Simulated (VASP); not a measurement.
Set up this calculation in VASP 6.6.1, as the native input.

| Quantity | Value |
| --- | --- |
| Task | single point |
| Functional | LDA |
| Potentials or basis | VASP PAW LDA potentials, release 64 (Nb_sv, B) |
| Cutoff | 520 eV |
| k mesh | 18 × 18 × 14 |
| Occupations | gaussian, width 0.15 eV |
| Spin | no spin polarisation |
| Dipole correction | no |
| Further INCAR settings | ALGO = Normal; EDIFF = 1e-07; NBANDS = 16 |

The structure of NbB2 lies in POSCAR:

```
NbB2
1.0
    3.0719809748      0.0000000000      0.0000000000
   -1.5359904874      2.6604135641      0.0000000000
    0.0000000000      0.0000000000      3.1992886370
Nb B
1 2
Direct
    0.0000000000      0.0000000000      0.0000000000
    0.3333333333      0.6666666667      0.5000000000
    0.6666666667      0.3333333333      0.5000000000
```

This cell differs from its parent crystal: strain +0.000 along x and y, -0.025 along z.

One way to write it, as run:

INCAR

```
SYSTEM = NbB2
PREC = Accurate
ENCUT = 520
EDIFF = 1E-7
ISMEAR = 0
SIGMA = 0.15
LREAL = .FALSE.
LASPH = .TRUE.
NELM = 100
ALGO = Normal
ISIF = 2
LWAVE = .FALSE.
LCHARG = .FALSE.
GGA = CA
NBANDS = 16
```

KPOINTS

```
regular mesh
0
G
  18 18 14
  0 0 0
```

Potentials or basis: VASP PAW LDA potentials, release 64 (Nb_sv, B).

Run with:

```bash
$ cat potpaw_LDA.64/Nb_sv/POTCAR potpaw_LDA.64/B/POTCAR > POTCAR
$ mpirun -np 1 vasp_std > vasp.out
```

Results of the run:

```
Pressure : 8.1 GPa
```

Caveat: the cell differs from its parent crystal (strain +0.000 along x and y, -0.025 along z).

Run time: 55 s on 1 thread of AMD EPYC 9R45 (Zen 5), on a shared host, peak memory 0.19 GiB.
